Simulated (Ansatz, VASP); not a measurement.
SnO2 in VASP and in Ansatz

```
Sn O
1.0
     4.73800    0.00000    0.00000
     0.00000    4.73800    0.00000
     0.00000    0.00000    3.12277
Sn O
2 4
Direct
  0.00000 0.00000 0.00000
  0.50000 0.50000 0.50000
  0.30430 0.30430 0.00000
  0.19570 0.80430 0.50000
  0.69570 0.69570 0.00000
  0.80430 0.19570 0.50000
```

Change from the starting cell: z stretched by -2 %, ions relaxed.

Alike in both runs: functional PBE; k mesh 7 × 7 × 9; occupations fermi-dirac, width 0.02 eV; no spin polarisation.

Ansatz relaxed the structure, and its values are those at the end. VASP's run is a single point on that final structure, the one shown.

|  | VASP | Ansatz |
| --- | --- | --- |
| version | VASP 6.6.1 | Ansatz 0.2.0 |
| potentials or method | VASP PAW PBE potentials, release 64 (Sn_d, O) | plane-wave PAW, scalar-relativistic |
| plane-wave cutoff (eV) | 520 | 420 |
| valence electrons in the cell | 52 | 52 |

Ansatz gave:

```
gap on the k mesh at the Fermi level (eV) : 1.52
pressure (GPa)                            : 16.3
rms of the force components (eV/Å)        : 0.000
```

Question: Which values does VASP return?

Answer: gap on the k mesh at the Fermi level (eV): 1.51; pressure (GPa): 17.0; rms of the force components (eV/Å): 0.010.

Ansatz's warnings: stress scf threshold loose.
